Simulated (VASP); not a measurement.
Input of a VASP 6.6.1 run:

INCAR

```
SYSTEM = Co
ALGO = Normal
EDIFF = 1E-6
ENCUT = 520
GGA = PE
ISIF = 2
ISMEAR = 0
ISPIN = 2
LASPH = .TRUE.
LCHARG = .FALSE.
LMAXMIX = 4
LORBIT = 11
LREAL = .FALSE.
LWAVE = .FALSE.
MAGMOM = 1.92 1.92 1.92
NBANDS = 24
NELM = 150
PREC = Accurate
SIGMA = 0.1
```

File KPOINTS:

```
k-points
0
G
  15 15 18
  0 0 0
```

The input POSCAR:

```
Co
1.0
    3.9623899384      0.0000000000      0.0000000000
   -1.9811949692      3.4315303464      0.0000000000
    0.0000000000      0.0000000000      2.4376050753
Co
3
Direct
    0.0000000000      0.0000000000      0.0000000000
    0.3333333333      0.6666666667      0.5000000000
    0.6666666667      0.3333333333      0.5000000000
```

Potentials or basis: VASP PAW PBE potentials, release 64 (Co).

Launch:

```console
$ cat potpaw_PBE.64/Co/POTCAR > POTCAR
$ mpirun -np 1 vasp_std > vasp.out
```

Question: Estimate the site moments.

Answer: Co +1.61, +1.68 μB.

Question: What does it give for the net moment?

Answer: 4.91 μB per cell.

Question: What does it give for the pressure?

Answer: -0.7 GPa.
